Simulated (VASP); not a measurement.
# Cu (Fm-3m) in VASP: notebook

The runs below take Cu through single point, relaxation of cell and atoms, with PBEsol.

Program: VASP 6.6.1. These are calculated values, not measurements. Logs are shortened: lines on timing, memory, paths and dates and some standing lists are left out, and cuts for length are marked.

### 1 The cell of the first run

The structure is cubic, space group Fm-3m (No. 225). The conventional cell has a = 3.563 Å, b = 3.563 Å, c = 3.563 Å, α = 90.00°, β = 90.00°, γ = 90.00°. Cu (site symmetry m-3m) has 12 Cu at 2.52 Å within 3.3 Å.

### 2 Single point, PBEsol

The input, INCAR:

```
SYSTEM = Cu
PREC = Accurate
ENCUT = 520
EDIFF = 1E-7
ISMEAR = 0
SIGMA = 0.05
LREAL = .FALSE.
LASPH = .TRUE.
NELM = 100
ALGO = Normal
ISIF = 2
LWAVE = .FALSE.
LCHARG = .FALSE.
GGA = PS
NBANDS = 12
```

The input, KPOINTS:

```
Automatic mesh
0
G
  12 12 12
  0 0 0
```

The input, POSCAR:

```
Cu
1.0
    0.0000000000      1.7813321684      1.7813321684
    1.7813321684      0.0000000000      1.7813321684
    1.7813321684      1.7813321684      0.0000000000
Cu
1
Direct
    0.0000000000      0.0000000000      0.0000000000
```

Potentials or basis: VASP PAW PBE potentials, release 64 (Cu).

Launch:

```bash
$ cat potpaw_PBE.64/Cu/POTCAR > POTCAR
$ mpirun -np 1 vasp_std > vasp.out
```

OUTCAR:

```text
SYSTEM = Cu
   PREC = Accurate
   ENCUT = 520
   EDIFF = 1E-7
   ISMEAR = 0
   LREAL = .FALSE.
   LASPH = .TRUE.
   NELM = 100
   ISIF = 2
   GGA = PS

 ion  position               nearest neighbor table
   1  0.000  0.000  0.000-

  LATTYP: Found a face centered cubic cell.
 ALAT       =     3.5626643368

  Lattice vectors:

 A1 = (   0.0000000000,   1.7813321684,   1.7813321684)
 A2 = (   1.7813321684,   0.0000000000,   1.7813321684)
 A3 = (   1.7813321684,   1.7813321684,   0.0000000000)

Analysis of symmetry for initial positions (statically):
=====================================================================
 Subroutine PRICEL returns:
 Original cell was already a primitive cell.

 Routine SETGRP: Setting up the symmetry group for a
 face centered cubic supercell.

 Subroutine GETGRP returns: Found 48 space group operations
 (whereof 48 operations were pure point group operations)
 out of a pool of 48 trial point group operations.

The static configuration has the point symmetry O_h .

Analysis of symmetry for dynamics (positions and initial velocities):
=====================================================================
 Subroutine PRICEL returns:
 Original cell was already a primitive cell.

 Routine SETGRP: Setting up the symmetry group for a
 face centered cubic supercell.

 Subroutine GETGRP returns: Found 48 space group operations
 (whereof 48 operations were pure point group operations)
 out of a pool of 48 trial point group operations.

The dynamic configuration has the point symmetry O_h .

 Subroutine INISYM returns: Found 48 space group operations
 (whereof 48 operations are pure point group operations),
 and found     1 'primitive' translations

----------------------------------------------------------------------------------------

                                     Primitive cell

  volume of cell :      11.3048

  direct lattice vectors                    reciprocal lattice vectors
     0.000000000  1.781332168  1.781332168    -0.280688806  0.280688806  0.280688806
     1.781332168  0.000000000  1.781332168     0.280688806 -0.280688806  0.280688806
     1.781332168  1.781332168  0.000000000     0.280688806  0.280688806 -0.280688806

  length of vectors
     2.519184112  2.519184112  2.519184112     0.486167274  0.486167274  0.486167274

  position of ions in fractional coordinates (direct lattice)
     0.000000000  0.000000000  0.000000000

  ion indices of the primitive-cell ions
   primitive index   ion index
                 1           1

----------------------------------------------------------------------------------------

[... 81 lines left out ...]
   NUPDOWN=      -1.0000    fix difference up-down
   EMIN   =  10.00;   EMAX   =-10.00  energy-range for DOS
   EFERMI =   0.00;   METHOD = LEGACY
   ISMEAR =     0;   SIGMA  =   0.05  broadening in eV -4-tet -1-fermi 0-gaus
   EFERMI_NEDOS =   21; number of points for ismear=-14 and -15
   IALGO  =     38    algorithm
   IMIX   =      4    mixing-type and parameters
     AMIX     =   0.40;   BMIX     =  1.00
     AMIX_MAG =   1.60;   BMIX_MAG =  1.00
  volume/ion in A,a.u.               =      11.30        76.29
  Fermi-wavevector in a.u.,A,eV,Ry     =   1.622249  3.065606 35.806336  2.631691
  Thomas-Fermi vector in A             =   2.715893
   LORBIT       =      0    0 simple, 1 ext, 2 COOP (PROOUT), +10 PAW based schemes
   GGA     = PS    functional components
   LHFCALC =     F    Hartree Fock is set to
   AEXX    =    0.0000 exact exchange contribution
   IVDW    =     0    specifies the selected vdW correction
   LEPSILON=     F    determine dielectric tensor
   LRPA    =     F    only Hartree local field effects (RPA)
 non-spin polarized calculation
 Gauss-broadening in eV      SIGMA  =   0.05
  energy-cutoff  :      520.00
  volume of cell :       11.30
 maximum number of plane-waves:       316
   NGX =  9   NGY =  9   NGZ =  9

 number of electron      11.0000013 magnetization

 Free energy of the ion-electron system (eV)
  ---------------------------------------------------
  ext. energy  EPLUGINS =         0.00000000
  ---------------------------------------------------
  free energy    TOTEN  =        -4.30539528 eV

  energy without entropy =       -4.30502135  energy(sigma->0) =       -4.30520832

 E-fermi :   7.8734     XC(G=0): -13.1660

 val. band max:        7.7686463411   @ k =   0.4167   0.4167   0.0000
 cond. band min:       7.8846815967   @ k =   0.5000   0.3333   0.1667
 fundamental gap:      0.1160352556
 Fermi energy:         7.8734474462

 k-point     1 :       0.0000    0.0000    0.0000
  band No.  band energies     occupation
      1      -1.7755      2.00000
      2       4.7827      2.00000
      3       4.7827      2.00000
      4       4.7827      2.00000
      5       5.6731      2.00000
      6       5.6731      2.00000
      7      30.8851      0.00000
      8      33.8418      0.00000
      9      33.8418      0.00000
     10      33.8418      0.00000
     11      36.3597      0.00000
     12      36.3597      0.00000
[... 331 lines left out ...]
 k-point    24 :      -0.4167    0.1667    0.0000
  band No.  band energies     occupation
      1       3.1102      2.00000
      2       4.3971      2.00000
      3       4.9419      2.00000
      4       5.0588      2.00000
      5       6.1738      2.00000
      6       8.9395      0.00000
      7      12.4656      0.00000
      8      23.0830      0.00000
      9      27.6333      0.00000
     10      29.1899      0.00000
     11      37.8840      0.00000
     12      38.6534      0.00000

 [... further k-points ...]

------------------------ aborting loop because EDIFF is reached ----------------------------------------

  FORCE on cell =-STRESS in cart. coord.  units (eV):
  Direction    XX          YY          ZZ          XY          YZ          ZX
  --------------------------------------------------------------------------------------
  -------------------------------------------------------------------------------------
  Total        0.0510675      0.0510675      0.0510675      0.0000000      0.0000000     -0.0000000
  in kB        7.2375332      7.2375332      7.2375332      0.0000000      0.0000000     -0.0000000
  external PRESSURE =       7.2375332 kB  Pullay stress =       0.0000000 kB

 VOLUME and BASIS-vectors are now :
 -----------------------------------------------------------------------------
  energy-cutoff  :      520.00
  volume of cell :       11.30
      direct lattice vectors                 reciprocal lattice vectors
     0.000000000  1.781332168  1.781332168    -0.280688806  0.280688806  0.280688806
     1.781332168  0.000000000  1.781332168     0.280688806 -0.280688806  0.280688806
     1.781332168  1.781332168  0.000000000     0.280688806  0.280688806 -0.280688806

 POSITION                                       TOTAL-FORCE (eV/Angst)
 -----------------------------------------------------------------------------------
      0.00000      0.00000      0.00000         0.000000      0.000000      0.000000
 -----------------------------------------------------------------------------------
    total drift:                                0.000000      0.000000      0.000000

  FREE ENERGIE OF THE ION-ELECTRON SYSTEM (eV)
  ---------------------------------------------------
  free  energy   TOTEN  =        -4.3053952825 eV

  energy  without entropy=       -4.3050213548  energy(sigma->0) =       -4.30520832
```

Run time: 12 s. Hardware: 1 thread of Intel Xeon 8259CL, shared host; peak memory 0.13 GiB.

What came out:

| Item | Value |
| --- | --- |
| Free energy | -4.3054 eV |
| Pressure | 0.7 GPa |
| Band gap on the k mesh | zero (an odd number of electrons rules out a gap without spin polarisation) |

Levels at points of the mesh, in eV from the Fermi level:
```
           k point  band 4  band 5  band 6  band 7  band 8  band 9
(0.00, 0.00, 0.00)   -3.09   -2.20   -2.20   23.01   25.97   25.97
(0.50, 0.00, 0.00)   -1.59   -1.59   -1.09    4.04   21.48   22.78
(0.50, 0.50, 0.00)   -1.44   -1.44    1.50    7.48   13.45   13.45
```

Caveat: the PAW data sets were made with another functional, which shifts forces and pressure a little.

### 3 Relaxation of cell and atoms, PBEsol

This run uses another cell than the first one, of 11.81 Å³/atom.

The input, INCAR:

```
SYSTEM = Cu
PREC     = Accurate       ! precision mode
ENCUT    = 600            ! plane-wave cutoff, eV
EDIFF    = 1E-7           ! SCF threshold, eV
ISMEAR   = 0              ! smearing method
SIGMA    = 0.05           ! smearing width, eV
LREAL    = .False.        ! projectors in reciprocal space
LASPH    = .True.         ! aspherical terms in the spheres
NELM     = 60             ! most SCF steps
ALGO     = Normal         ! electronic algorithm
ISIF     = 3              ! what is computed and relaxed
LWAVE    = .False.        ! write WAVECAR
LCHARG   = .False.        ! write CHGCAR
GGA      = PS             ! functional
IBRION   = 2              ! ionic algorithm
NSW      = 80             ! ionic steps
EDIFFG   = -0.02          ! ionic threshold
```

The input, KPOINTS:

```
regular mesh
0
Gamma
  12 12 12
  0 0 0
```

The input, POSCAR:

```
Cu
1.0
    0.0000000000      1.8075000000      1.8075000000
    1.8075000000      0.0000000000      1.8075000000
    1.8075000000      1.8075000000      0.0000000000
Cu
1
Direct
    0.0000000000      0.0000000000      0.0000000000
```

Potentials or basis: VASP PAW PBE potentials, release 64 (Cu).

Launch:

```bash
$ cat potpaw_PBE.64/Cu/POTCAR > POTCAR
$ mpirun -np 1 vasp_std > vasp.out
```

OUTCAR:

```text
SYSTEM = Cu
   PREC = Accurate
   ENCUT = 600
   EDIFF = 1E-7
   ISMEAR = 0
   LREAL = .False.
   LASPH = .True.
   NELM = 60
   ISIF = 3
   GGA = PS
   IBRION = 2
   NSW = 80
   EDIFFG = -0.02

 ion  position               nearest neighbor table
   1  0.000  0.000  0.000-

  LATTYP: Found a face centered cubic cell.
 ALAT       =     3.6150000000

  Lattice vectors:

 A1 = (   0.0000000000,   1.8075000000,   1.8075000000)
 A2 = (   1.8075000000,   0.0000000000,   1.8075000000)
 A3 = (   1.8075000000,   1.8075000000,   0.0000000000)

Analysis of symmetry for initial positions (statically):
=====================================================================
 Subroutine PRICEL returns:
 Original cell was already a primitive cell.

 Routine SETGRP: Setting up the symmetry group for a
 face centered cubic supercell.

 Subroutine GETGRP returns: Found 48 space group operations
 (whereof 48 operations were pure point group operations)
 out of a pool of 48 trial point group operations.

The static configuration has the point symmetry O_h .

Analysis of symmetry for dynamics (positions and initial velocities):
=====================================================================
 Subroutine PRICEL returns:
 Original cell was already a primitive cell.

 Routine SETGRP: Setting up the symmetry group for a
 face centered cubic supercell.

 Subroutine GETGRP returns: Found 48 space group operations
 (whereof 48 operations were pure point group operations)
 out of a pool of 48 trial point group operations.

The dynamic configuration has the point symmetry O_h .

 Subroutine INISYM returns: Found 48 space group operations
 (whereof 48 operations are pure point group operations),
 and found     1 'primitive' translations

----------------------------------------------------------------------------------------

                                     Primitive cell

  volume of cell :      11.8104

  direct lattice vectors                    reciprocal lattice vectors
     0.000000000  1.807500000  1.807500000    -0.276625173  0.276625173  0.276625173
     1.807500000  0.000000000  1.807500000     0.276625173 -0.276625173  0.276625173
     1.807500000  1.807500000  0.000000000     0.276625173  0.276625173 -0.276625173

  length of vectors
     2.556191014  2.556191014  2.556191014     0.479128854  0.479128854  0.479128854

  position of ions in fractional coordinates (direct lattice)
     0.000000000  0.000000000  0.000000000

  ion indices of the primitive-cell ions
   primitive index   ion index
                 1           1

----------------------------------------------------------------------------------------

 KPOINTS: regular mesh

Automatic generation of k-mesh.
 Grid dimensions read from file:
 generate k-points for:   12   12   12

 Generating k-lattice:

  Cartesian coordinates                     Fractional coordinates (reciprocal lattice)
    -0.023052098  0.023052098  0.023052098     0.083333333  0.000000000  0.000000000
     0.023052098 -0.023052098  0.023052098     0.000000000  0.083333333  0.000000000
     0.023052098  0.023052098 -0.023052098     0.000000000  0.000000000  0.083333333

  Length of vectors
[... 43 lines left out ...]
   NGX,Y,Z   is equivalent  to a cutoff of  13.01, 13.01, 13.01 a.u.
   NGXF,Y,Z  is equivalent  to a cutoff of  26.01, 26.01, 26.01 a.u.
 SYSTEM =  Cu
   PREC   = accura    normal or accurate (medium, high low for compatibility)
   ISTART =      0    job   : 0-new  1-cont  2-samecut
   ICHARG =      2    charge: 1-file 2-atom 10-const
   ISPIN  =      1    spin polarized calculation?
   LNONCOLLINEAR =      F non collinear calculations
   LSORBIT =      F    spin-orbit coupling
   LASPH  =      T    aspherical Exc in radial PAW
   ENCUT  =  600.0 eV  44.10 Ry    6.64 a.u.   5.11  5.11  5.11*2*pi/ulx,y,z
   NELM   =     60;   NELMIN=  2; NELMDL= -5     # of ELM steps
   EDIFF  = 0.1E-06   stopping-criterion for ELM
   LREAL  =      F    real-space projection
   EDIFFG = -.2E-01   stopping-criterion for IOM
   NSW    =     80    number of steps for IOM
   IBRION =      2    ionic relax: 0-MD 1-quasi-New 2-CG
   NFREE  =      1    steps in history (QN), initial steepest desc. (CG)
   ISIF   =      3    stress and relaxation
   ISYM   =      2    0-nonsym 1-usesym 2-fastsym
   POTIM  = 0.5000    time-step for ionic-motion
   TEBEG  =    0.0;   TEEND  =   0.0 temperature during run
   PSTRESS=    0.0 pullay stress
   NELECT =      11.0000    total number of electrons
   NUPDOWN=      -1.0000    fix difference up-down
   EMIN   =  10.00;   EMAX   =-10.00  energy-range for DOS
   EFERMI =   0.00;   METHOD = LEGACY
   ISMEAR =     0;   SIGMA  =   0.05  broadening in eV -4-tet -1-fermi 0-gaus
   EFERMI_NEDOS =   21; number of points for ismear=-14 and -15
   IALGO  =     38    algorithm
   IMIX   =      4    mixing-type and parameters
     AMIX     =   0.40;   BMIX     =  1.00
     AMIX_MAG =   1.60;   BMIX_MAG =  1.00
  volume/ion in A,a.u.               =      11.81        79.70
  Fermi-wavevector in a.u.,A,eV,Ry     =   1.598763  3.021224 34.777078  2.556043
  Thomas-Fermi vector in A             =   2.696162
   LORBIT       =      0    0 simple, 1 ext, 2 COOP (PROOUT), +10 PAW based schemes
   GGA     = PS    functional components
   LHFCALC =     F    Hartree Fock is set to
   AEXX    =    0.0000 exact exchange contribution
   IVDW    =     0    specifies the selected vdW correction
   LEPSILON=     F    determine dielectric tensor
   LRPA    =     F    only Hartree local field effects (RPA)
 conjugate gradient relaxation of ions
 non-spin polarized calculation
 Gauss-broadening in eV      SIGMA  =   0.05
  energy-cutoff  :      600.00
  volume of cell :       11.81
 maximum number of plane-waves:       411
   NGX = 11   NGY = 11   NGZ = 11

--------------------------------------- Ionic step        1  -------------------------------------------

 number of electron      11.0000001 magnetization

 Free energy of the ion-electron system (eV)
  ---------------------------------------------------
  ext. energy  EPLUGINS =         0.00000000
  ---------------------------------------------------
  free energy    TOTEN  =        -4.29712910 eV

  energy without entropy =       -4.29669676  energy(sigma->0) =       -4.29691293

------------------------ aborting loop because EDIFF is reached ----------------------------------------

  FORCE on cell =-STRESS in cart. coord.  units (eV):
  Direction    XX          YY          ZZ          XY          YZ          ZX
  --------------------------------------------------------------------------------------
  -------------------------------------------------------------------------------------
  Total       -0.4316162     -0.4316162     -0.4316162     -0.0000000     -0.0000000      0.0000000
  in kB      -58.5522280    -58.5522280    -58.5522280     -0.0000000     -0.0000000      0.0000000
  external PRESSURE =     -58.5522280 kB  Pullay stress =       0.0000000 kB
[... 57 lines left out ...]
--------------------------------------- Ionic step        3  -------------------------------------------

 number of electron      11.0000013 magnetization

 Free energy of the ion-electron system (eV)
  ---------------------------------------------------
  ext. energy  EPLUGINS =         0.00000000
  ---------------------------------------------------
  free energy    TOTEN  =        -4.30579589 eV

  energy without entropy =       -4.30542091  energy(sigma->0) =       -4.30560840

 E-fermi :   7.8122     XC(G=0): -13.1391

 val. band max:        7.7145602626   @ k =   0.4167   0.4167   0.0000
 cond. band min:       7.8233625863   @ k =   0.5000   0.3333   0.1667
 fundamental gap:      0.1088023237
 Fermi energy:         7.8121604873

 k-point     1 :       0.0000    0.0000    0.0000
  band No.  band energies     occupation
      1      -1.7983      2.00000
      2       4.7386      2.00000
      3       4.7386      2.00000
      4       4.7386      2.00000
      5       5.6227      2.00000
      6       5.6227      2.00000
      7      30.7902      0.00000
      8      33.7112      0.00000
      9      33.7112      0.00000
[... 265 lines left out ...]
 k-point    24 :      -0.4167    0.1667    0.0000
  band No.  band energies     occupation
      1       3.0760      2.00000
      2       4.3566      2.00000
      3       4.8982      2.00000
      4       5.0130      2.00000
      5       6.1200      2.00000
      6       8.8795      0.00000
      7      12.3839      0.00000
      8      22.9808      0.00000
      9      27.5153      0.00000

 [... further k-points ...]

------------------------ aborting loop because EDIFF is reached ----------------------------------------

  FORCE on cell =-STRESS in cart. coord.  units (eV):
  Direction    XX          YY          ZZ          XY          YZ          ZX
  --------------------------------------------------------------------------------------
  -------------------------------------------------------------------------------------
  Total        0.0006856      0.0006856      0.0006856     -0.0000000     -0.0000000      0.0000000
  in kB        0.0967295      0.0967295      0.0967295     -0.0000000     -0.0000000      0.0000000
  external PRESSURE =       0.0967295 kB  Pullay stress =       0.0000000 kB
[... 16 lines left out ...]
  FREE ENERGIE OF THE ION-ELECTRON SYSTEM (eV)
  ---------------------------------------------------
  free  energy   TOTEN  =        -4.3057958918 eV

  energy  without entropy=       -4.3054209052  energy(sigma->0) =       -4.30560840

 reached required accuracy - stopping structural energy minimisation
```

It took 25 s on 1 thread of Intel Xeon 8259CL, shared host; peak memory 0.13 GiB.

What came out:

| Quantity | Value |
| --- | --- |
| Free energy | -4.3058 eV |
| Relaxed volume | 11.36 Å³/atom |
| Relaxed cell | a = 2.523 Å, b = 2.523 Å, c = 2.523 Å, α = 60.00°, β = 60.00°, γ = 60.00° |
| Space group after relaxing (to 0.1 Å) | Fm-3m (No. 225) |
| Energy gained by relaxing | 8.7 meV/atom |
| Ionic steps | 3 |
| Pressure after relaxing | 0.0 GPa |
| Band gap on the k mesh | zero (an odd number of electrons rules out a gap without spin polarisation) |

The path:
| step | energy change (eV) | largest force (eV/Å) | pressure (GPa) | volume (Å³) |
| --- | --- | --- | --- | --- |
| 1 | 0.0000 | 0.0000 | -5.86 | 11.81 |
| 2 | -0.0052 | 0.0000 | 4.20 | 11.09 |
| 3 | -0.0087 | 0.0000 | 0.01 | 11.36 |

Final structure:
```xyz
1
Lattice="0.0000 1.7840 1.7840 1.7840 0.0000 1.7840 1.7840 1.7840 0.0000" Properties=species:S:1:pos:R:3 pbc="T T T"
Cu    0.0000    0.0000    0.0000
```

Levels at points of the mesh, in eV from the Fermi level:
```tsv
k point	band 4	band 5	band 6	band 7	band 8	band 9
(0.00, 0.00, 0.00)	-3.07	-2.19	-2.19	22.98	25.90	25.90
(0.50, 0.00, 0.00)	-1.59	-1.59	-1.07	4.02	21.45	22.71
(0.50, 0.50, 0.00)	-1.44	-1.44	1.51	7.45	13.42	13.42
```

Caveat: the PAW data sets were made with another functional, which shifts forces and pressure a little.
